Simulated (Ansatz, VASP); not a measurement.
# Two plane-wave programs on Yb2YC

The input INCAR:

```
SYSTEM = Yb2YC
PREC = Accurate ; ENCUT = 600
EDIFF = 1E-7 ; ISMEAR = 0
SIGMA = 0.1 ; LREAL = .FALSE.
LASPH = .TRUE. ; NELM = 200
ALGO = Normal ; ISIF = 3
LWAVE = .FALSE. ; LCHARG = .FALSE.
GGA = PE ; IBRION = 2
NSW = 90 ; EDIFFG = -0.04
GGA_COMPAT = .FALSE. ; NELMIN = 4
LMAXMIX = 6
```

File KPOINTS:

```
regular mesh
0
G
  4 4 4
  0 0 0
```

POSCAR

```
Yb2YC
1.0
    4.4388511900      0.0000000000      0.0000000000
    0.0000000000      4.4388511900      0.0000000000
    0.0000000000      0.0000000000      5.2451698800
Yb Y C
2 1 1
Direct
    0.0000000000      0.0000000000      0.0000000000
    0.5000000000      0.5000000000      0.0000000000
    0.0000000000      0.0000000000      0.5000000000
    0.5000000000      0.5000000000      0.5000000000
```

Input for Ansatz:

```yaml
crystal:
  lattice:
    - [4.43885119, 0.0, 0.0]
    - [0.0, 4.43885119, 0.0]
    - [0.0, 0.0, 5.24516988]
  atoms:
    - { symbol: Yb, position: [0.0, 0.0, 0.0] }
    - { symbol: Yb, position: [0.5, 0.5, 0.0] }
    - { symbol: "Y", position: [0.0, 0.0, 0.5] }
    - { symbol: C, position: [0.5, 0.5, 0.5] }
basis:
  ecutwfc: 420
kpoints:
  mp_grid: { grid: [4, 4, 4] }
hamiltonian:
  xc: pbe
scf:
  occupations: { method: gaussian, width: 0.1 }
  lower_state_search: "off"
output:
  forces: true
  stress: true
  eigenvalues: true
relax:
  adjacent_minimum: "off"
  f_tol: 0.04
  max_steps: 70
  cell: { stress_tol: 0.4 }
```

Alike in both runs: task relaxation of cell and atoms; functional PBE; k mesh 4 × 4 × 4; occupations gaussian, width 0.1 eV; no spin polarisation.

|  | VASP | Ansatz |
| --- | --- | --- |
| version | VASP 6.6.1 | Ansatz 0.2.0 |
| potentials or method | VASP PAW PBE potentials, release 64 (Yb, Y_sv, C), cutoff 600 eV | scalar-relativistic, plane waves, PAW |
| valence electrons in the cell | 63 | 63 |

|  | VASP | Ansatz | Ansatz less VASP |
| --- | --- | --- | --- |
| gap on the k mesh at the Fermi level, each at its own relaxed structure (eV) | none | none | - |
| relaxed volume (Å³/atom) | 22.78 | 22.70 | -0.076 |
| relaxed length of the cell vector where the two differ most in proportion (Å) | 5.835 | 5.818 | -0.0168 |

A gap of «none» marks a metal or a gap that the smearing closes.

Spin-orbit coupling is off throughout.
